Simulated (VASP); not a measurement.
A run of VASP 6.6.1 is set up as follows.

Contents of INCAR:

```
ALGO = Normal
EDIFF = 1E-6
ENCUT = 520
GGA = PE
ISIF = 2
ISMEAR = 0
LASPH = True
LCHARG = False
LREAL = False
LWAVE = False
NBANDS = 9
NELM = 60
PREC = Accurate
SIGMA = 0.1
```

File KPOINTS:

```
k-points
0
Gamma
  15 15 15
```

The input POSCAR:

```
Se
1.0
    2.0223075608      1.1675798146      1.6469884813
   -2.0223075608      1.1675798146      1.6469884813
    0.0000000000     -2.3351596292      1.6469884813
Se
1
Direct
    0.0000000000      0.0000000000      0.0000000000
```

Potentials or basis: VASP PAW PBE potentials, release 64 (Se).

Command:

```bash
$ cat potpaw_PBE.64/Se/POTCAR > POTCAR
$ mpirun -np 1 vasp_std > vasp.out
```

(1) What does it give for the pressure?

(2) Predict the band gap on the k mesh.

Answers

(1) -1.9 GPa.

(2) zero (bands 3 and 4 overlap by 5.81 eV).
